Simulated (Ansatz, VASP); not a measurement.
## Li3TlF2 in VASP and in Ansatz

```
Li Tl F
1.0
     3.17510    1.83315    3.09984
    -3.17510    1.83315    3.09984
     0.00000   -3.66629    3.09984
Li Tl F
3 1 2
Direct
  0.50000 0.50000 0.00000
  0.50000 0.00000 0.50000
  0.00000 0.50000 0.50000
  0.00000 0.00000 0.00000
  0.66117 0.66117 0.66117
  0.33883 0.33883 0.33883
```

Alike in both runs: functional PBE; k mesh 6 × 6 × 6; occupations gaussian, width 0.1 eV; no spin polarisation.

Ansatz relaxed the structure, and its values are those at the end. VASP's run is a single point on that final structure, the one shown.

```csv
,VASP,Ansatz
version,VASP 6.6.1,Ansatz 0.2.0
potentials or method,"VASP PAW PBE potentials, release 64 (Li_sv, Tl_d, F), cutoff 750 eV","scalar-relativistic, plane waves, PAW"
valence electrons in the cell,36,36
```

|  | VASP | Ansatz | Ansatz less VASP |
| --- | --- | --- | --- |
| gap on the k mesh at the Fermi level (eV) | none | none | - |
| pressure (GPa) | -0.1 | 0.0 | +0.14 |
| rms of the force components (eV/Å) | 0.008 | 0.008 | +0.0002 |

A gap of «none» marks a metal or a gap that the smearing closes. With one functional, cell and mesh, what is left measures potentials, basis and numerics.

Spin-orbit coupling is off throughout.
